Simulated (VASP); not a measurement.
A run of VASP 6.6.1 is set up as follows.

INCAR

```
PREC = Accurate ; ENCUT = 520
EDIFF = 1E-6 ; ISMEAR = 0
SIGMA = 0.05 ; LREAL = F
LASPH = T ; NELM = 80
ALGO = Normal ; ISIF = 2
LWAVE = F ; LCHARG = F
NBANDS = 18
```

The input KPOINTS:

```
regular mesh
0
Gamma
  12 12 8
```

POSCAR

```
PtS2
1.0
    3.8167959322      0.0000000000      0.0000000000
   -1.9083979661      3.3054422383      0.0000000000
    0.0000000000      0.0000000000      4.3423062065
Pt S
1 2
Direct
    0.0000000000      0.0000000000      0.0000000000
    0.3333333333      0.6666666667      0.2500000000
    0.6666666667      0.3333333333      0.7500000000
```

Potentials or basis: VASP PAW LDA potentials, release 64 (Pt, S).

Launch:

```sh
$ cat potpaw_LDA.64/Pt/POTCAR potpaw_LDA.64/S/POTCAR > POTCAR
$ mpirun -np 1 vasp_std > vasp.out
```

**Question.** Estimate the pressure.

**Answer.** -13.4 GPa.

**Question.** Estimate the band gap on the k mesh.

**Answer.** Zero (band 11 reaches 7.12 eV, above the bottom of band 12 at 6.65 eV).

Forces in eV/Å, atoms in the order of the input:
```
Pt   0.000  0.000  0.000
S    0.000  0.000 -0.229
S    0.000  0.000  0.229
```

Caveat: spin-orbit coupling is left out, which moves the levels of the heavy elements.
